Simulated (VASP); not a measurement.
Here is a VASP 6.6.1 calculation.

Contents of INCAR:

```
SYSTEM = Co
PREC = Accurate
ENCUT = 520
EDIFF = 1E-7
ISMEAR = 0
SIGMA = 0.1
LREAL = .FALSE.
LASPH = .TRUE.
NELM = 150
ALGO = Fast
ISIF = 2
LWAVE = .FALSE.
LCHARG = .FALSE.
ISPIN = 2
MAGMOM = 1.83 1.83
LORBIT = 11
LMAXMIX = 4
GGA = PS
NBANDS = 20
```

The input KPOINTS:

```
regular mesh
0
G
  14 14 14
  0 0 0
```

The input POSCAR:

```
Co
1.0
    0.0000000000      2.4954778659      2.4954778659
    2.4954778659      0.0000000000      2.4954778659
    2.4954778659      2.4954778659      0.0000000000
Co
2
Direct
    0.0000000000      0.0000000000      0.0000000000
    0.2500000000      0.2500000000      0.2500000000
```

Potentials or basis: VASP PAW PBE potentials, release 64 (Co).

Command:

```bash
$ cat potpaw_PBE.64/Co/POTCAR > POTCAR
$ mpirun -np 1 vasp_std > vasp.out
```

Question: Predict the site moments.

Answer: Co +1.66 μB.

Question: Estimate the pressure.

Answer: -0.9 GPa.

Question: Predict the net moment.

Answer: 3.36 μB per cell.

Caveat: the PAW data sets were made with another functional, which shifts forces and pressure a little.
